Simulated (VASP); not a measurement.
A run of VASP 6.6.1 is set up as follows.

File INCAR:

```
SYSTEM = Ga
PREC = Accurate ; ENCUT = 520
EDIFF = 1E-7 ; ISMEAR = -1
SIGMA = 0.05 ; LREAL = .FALSE.
LASPH = .TRUE. ; NELM = 150
ALGO = Normal ; ISIF = 2
LWAVE = .FALSE. ; LCHARG = .FALSE.
MAGMOM = 0 0 0 0 0 0 ; LORBIT = 11
LSORBIT = .TRUE. ; GGA_COMPAT = .FALSE.
LORBMOM = .TRUE. ; GGA = PS
NBANDS = 38
```

Contents of KPOINTS:

```
regular mesh
0
G
  7 7 6
  0 0 0
```

The input POSCAR:

```
Ga
1.0
    1.3830000000     -4.0265000000      0.0000000000
    1.3830000000      4.0265000000      0.0000000000
   -0.1174474948      0.0000000000      3.3299294416
Ga
2
Direct
    0.1310000000      0.8690000000      0.7500000000
    0.8690000000      0.1310000000      0.2500000000
```

Potentials or basis: VASP PAW PBE potentials, release 64 (Ga_d).

Launch:

```bash
$ cat potpaw_PBE.64/Ga_d/POTCAR > POTCAR
$ mpirun -np 1 vasp_ncl > vasp.out
```

Estimate the pressure.

-1.5 GPa.

What does it give for the net moment?

0.00 μB per cell.

Estimate the largest force.

0.140 eV/Å.

Moments on the atoms (μB; x, y, z):
```
Ga  0.00 0.00 0.00
Ga  0.00 0.00 0.00
```

Caveat: the PAW data sets were made with another functional, which shifts forces and pressure a little.
